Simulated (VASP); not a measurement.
Set up this calculation in VASP 6.6.1, as the native input.

```
Task                   : relaxation of cell and atoms
Functional             : LDA
Potentials or basis    : VASP PAW LDA potentials, release 64 (Zr_sv)
Cutoff                 : 600 eV
k mesh                 : 15 × 15 × 8
Occupations            : gaussian, width 0.1 eV
Spin                   : no spin polarisation
Dipole correction      : no
Further INCAR settings : ALGO = Fast; EDIFF = 1e-07; IBRION = 2; EDIFFG = -0.005; NSW = 100; ISIF = 3
```

The structure of Zr lies in POSCAR:

```
Zr
1.0
    3.2320000000      0.0000000000      0.0000000000
   -1.6160000000      2.7989941050      0.0000000000
    0.0000000000      0.0000000000      5.1470000000
Zr
2
Direct
    0.3333333333      0.6666666667      0.2500000000
    0.6666666667      0.3333333333      0.7500000000
```

One way to write it, as run:

INCAR

```
SYSTEM = Zr
ALGO = Fast
EDIFF = 1E-7
EDIFFG = -0.005
ENCUT = 600
IBRION = 2
ISIF = 3
ISMEAR = 0
LASPH = .True.
LCHARG = .False.
LREAL = .False.
LWAVE = .False.
NELM = 100
NSW = 100
PREC = Accurate
SIGMA = 0.1
```

KPOINTS

```
k-points
0
Gamma
  15 15 8
  0 0 0
```

Potentials or basis: VASP PAW LDA potentials, release 64 (Zr_sv).

The run is started by

```bash
$ cat potpaw_LDA.64/Zr_sv/POTCAR > POTCAR
$ mpirun -np 1 vasp_std > vasp.out
```

Results of the run:

The relaxed volume is 21.80 Å³/atom and the relaxed cell is a = 3.143 Å, b = 3.143 Å, c = 5.097 Å, α = 90.00°, β = 90.00°, γ = 120.00°. The space group after relaxing (to 0.05 Å) is P6_3/mmc (No. 194). The energy gained by relaxing is 29.5 meV/atom. The ionic steps are 10. The pressure after relaxing is 0.0 GPa and the band gap on the k mesh is zero (band 12 reaches 10.54 eV, above the bottom of band 13 at 9.19 eV).

Run time: 12 min on 1 thread of Intel(R) Xeon(R) Platinum 8488C (Sapphire Rapids), with other jobs on the host, peak memory 0.24 GiB.
